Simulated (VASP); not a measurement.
## V: density of states with PBEsol

Crystal: V.

```
V
1.0
    -1.47942    1.47942    1.47942
     1.47942   -1.47942    1.47942
     1.47942    1.47942   -1.47942
V
1
Cartesian
  0.0000 0.0000 0.0000
```

```
Program                 : VASP 6.6.1
Task                    : density of states
Functional              : PBEsol
Potentials or basis     : VASP PAW PBE potentials, release 64 (V_sv)
Cutoff                  : 520 eV
k mesh                  : 20 × 20 × 20
Occupations             : gaussian, width 0.1 eV
Spin                    : no spin polarisation
Dipole correction       : no
k mesh for the DOS      : 30 × 30 × 30
Occupations for the DOS : tetrahedron
Further INCAR settings  : ALGO = Normal; EDIFF = 1e-06; NBANDS = 12
```

* Valence electrons inside the program's atomic spheres: V 11.73

Levels at points of the mesh, in eV from the Fermi level:
| k point | band 4 | band 5 | band 6 | band 7 | band 8 | band 9 | band 10 | band 11 |
| --- | --- | --- | --- | --- | --- | --- | --- | --- |
| (0.00, 0.00, 0.00) | -36.76 | -6.67 | 0.42 | 0.42 | 0.42 | 2.53 | 2.53 | 20.80 |
| (0.50, 0.00, 0.00) | -36.77 | -3.32 | -1.21 | 1.80 | 2.55 | 2.92 | 4.36 | 10.68 |
| (0.50, 0.50, 0.50) | -37.46 | -3.19 | -3.19 | 3.94 | 3.94 | 3.94 | 10.56 | 10.56 |

Wall time 46 s on 1 thread of Intel(R) Xeon(R) 6975P-C (Granite Rapids) (shared host), peak memory 0.28 GiB.
